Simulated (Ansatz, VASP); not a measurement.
## Two plane-wave programs on CrO2

The input INCAR:

```
ALGO = Normal
EDIFF = 1E-7
EDIFFG = -0.04
ENCUT = 600
GGA = PE
GGA_COMPAT = False
IBRION = 2
ISIF = 3
ISMEAR = 0
ISPIN = 2
LASPH = True
LCHARG = False
LMAXMIX = 4
LORBIT = 11
LREAL = False
LWAVE = False
MAGMOM = 1.9 1.9 0 0 0 0
NELM = 200
NELMIN = 4
NSW = 60
PREC = Accurate
SIGMA = 0.1
```

Contents of KPOINTS:

```
k-points
0
Gamma
  4 4 6
```

Contents of POSCAR:

```
CrO2
1.0
    4.4091920000      0.0000000000      0.0000000000
    0.0000000000      4.4091920000      0.0000000000
    0.0000000000      0.0000000000      2.9138880000
Cr O
2 4
Direct
    0.0000000000      0.0000000000      0.5000000000
    0.5000000000      0.5000000000      0.0000000000
    0.1972570000      0.1972570000      0.0000000000
    0.3027430000      0.6972570000      0.5000000000
    0.8027430000      0.8027430000      0.0000000000
    0.6972570000      0.3027430000      0.5000000000
```

Input for Ansatz:

```yaml
crystal:
  lattice:
    - [4.40919161, 0.0, 0.0]
    - [0.0, 4.40919161, 0.0]
    - [0.0, 0.0, 2.91388845]
  atoms:
    - { symbol: Cr, position: [0.0, 0.0, 0.5], spin: 1.9 }
    - { symbol: Cr, position: [0.5, 0.5, 0.0], spin: 1.9 }
    - { symbol: O, position: [0.19725701, 0.19725701, 0.0] }
    - { symbol: O, position: [0.30274299, 0.69725698, 0.5] }
    - { symbol: O, position: [0.80274302, 0.80274302, 0.0] }
    - { symbol: O, position: [0.69725698, 0.30274299, 0.5] }
basis:
  ecutwfc: 420
kpoints:
  mp_grid: { grid: [4, 4, 6] }
hamiltonian:
  xc: pbe
scf:
  occupations: { method: gaussian, width: 0.1 }
output:
  forces: true
  stress: true
  eigenvalues: true
  populations: true
magnetization:
  spin_polarized: true
relax:
  adjacent_minimum: "off"
  f_tol: 0.04
  max_steps: 40
  cell: { stress_tol: 0.4 }
```

Alike in both runs: task relaxation of cell and atoms; functional PBE; k mesh 4 × 4 × 6; occupations gaussian, width 0.1 eV; collinear spin.

```csv
,VASP,Ansatz
version,VASP 6.6.1,Ansatz 0.2.0
potentials or method,"VASP PAW PBE potentials, release 64 (Cr_sv, O), cutoff 600 eV","scalar-relativistic, plane waves, PAW"
valence electrons in the cell,52,52
```

|  | VASP | Ansatz | Ansatz less VASP |
| --- | --- | --- | --- |
| gap on the k mesh at the Fermi level, each at its own relaxed structure (eV) | none | none | - |
| net moment per atom (μB) | 0.67 | 0.67 | 0.000 |
| size of the moment on the site where the two differ most (μB) | 1.95 | 1.75 | -0.200 |
| relaxed volume (Å³/atom) | 9.55 | 9.61 | +0.060 |
| relaxed length of the cell vector where the two differ most in proportion (Å) | 4.431 | 4.441 | +0.0097 |

Site moments also hang on the region over which each program counts them. A gap of «none» marks a metal or a gap that the smearing closes.
